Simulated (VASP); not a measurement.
Ga2O (antifluorite type), 3 atoms in the cell. The structure is cubic, space group Fm-3m (No. 225). Conventional cell: a = 6.043 Å, b = 6.043 Å, c = 6.043 Å, α = 90.00°, β = 90.00°, γ = 90.00°. Within 3.5 Å of Ga (site symmetry -43m) lie 4 O at 2.62 Å and 6 Ga at 3.02 Å. O (site symmetry m-3m) has 8 Ga at 2.62 Å within 3.5 Å. 

- Program: VASP 6.6.1
- Task: single point
- Functional: PBE
- Potentials or basis: VASP PAW PBE potentials, release 64 (Ga_d, O)
- Cutoff: 520 eV
- k mesh: 32 × 32 × 32
- Occupations: fermi-dirac, width 0.0612256 eV
- Spin: no spin polarisation
- Dipole correction: no
- Further INCAR settings: ALGO = Normal; EDIFF = 1e-06; NBANDS = 23

Potentials or basis: VASP PAW PBE potentials, release 64 (Ga_d, O).

Launch:

```sh
$ cat potpaw_PBE.64/Ga_d/POTCAR potpaw_PBE.64/O/POTCAR > POTCAR
$ mpirun -np 1 vasp_std > vasp.out
```

Hardware: 1 thread of Oxide Virtual Turin-like Processor, with other jobs on the host.

How long does it take, and how much memory?

Wall time 28 min on 1 thread of Oxide Virtual Turin-like Processor, with other jobs on the host, peak memory 0.93 GiB. Counts: scf iterations 16, k points 897.
